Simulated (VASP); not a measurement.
Crystal: Al2BN3.

```
Al B N
1.0
     3.20461    0.00000    0.00000
    -1.60230    2.77527    0.00000
     0.00000    0.00000    7.84966
Al B N
2 1 3
Direct
  0.00000 0.00000 0.00000
  0.33333 0.66667 0.66667
  0.66667 0.33333 0.33333
  0.00000 0.00000 0.75000
  0.33333 0.66667 0.41667
  0.66667 0.33333 0.08333
```

* Program: VASP 6.6.1
* Task: relaxation of cell and atoms
* Functional: PBE
* Potentials or basis: VASP PAW PBE potentials, release 64 (Al, B, N)
* Cutoff: 600 eV
* k mesh: 6 × 6 × 2
* Occupations: gaussian, width 0.1 eV
* Spin: no spin polarisation

At the start: pressure -31.6 GPa; volume 11.64 Å³/atom.

Problem. How do energy, volume and symmetry change on relaxing?

Solution. Over 12 steps the energy falls by 427.4 meV/atom and the volume is 9.13 Å³/atom (-21.5 %); space group P3m1 (No. 156, to 0.05 Å).

The path:
```
step  energy change (eV)  largest force (eV/Å)  pressure (GPa)  volume (Å³)
   1              0.0000                1.9402          -31.57        69.81
   2             -1.6870                3.1755           32.30        49.11
   3             -2.0829                3.0369            4.20        54.21
   4             -2.4673                1.3068            7.36        53.24
   5             -2.4875                1.2639            6.22        53.40
   6             -2.5333                0.9073           -3.57        55.73
   7             -2.5617                0.1289           -0.09        54.82
   8             -2.5617                0.1351            0.02        54.79
   9             -2.5641                0.0667           -0.21        54.83
  10             -2.5641                0.0654           -0.22        54.83
  11             -2.5642                0.0420            0.11        54.75
  12             -2.5643                0.0055           -0.02        54.78
```

Final structure:
```yaml
crystal:
  lattice:
    - [2.95787, 0.00000, 0.00000]
    - [-1.47894, 2.56159, 0.00000]
    - [0.00000, 0.00000, 7.22967]
  atoms:
    - { symbol: Al, position: [0.00000, 0.00000, 0.01359] }
    - { symbol: Al, position: [0.33333, 0.66667, 0.65625] }
    - { symbol: B, position: [0.66667, 0.33333, 0.32098] }
    - { symbol: N, position: [0.00000, 0.00000, 0.75442] }
    - { symbol: N, position: [0.33333, 0.66667, 0.39455] }
    - { symbol: N, position: [0.66667, 0.33333, 0.11021] }
```

Caveat: the volume moved by over 15 % at a fixed basis, so the end points are rough.
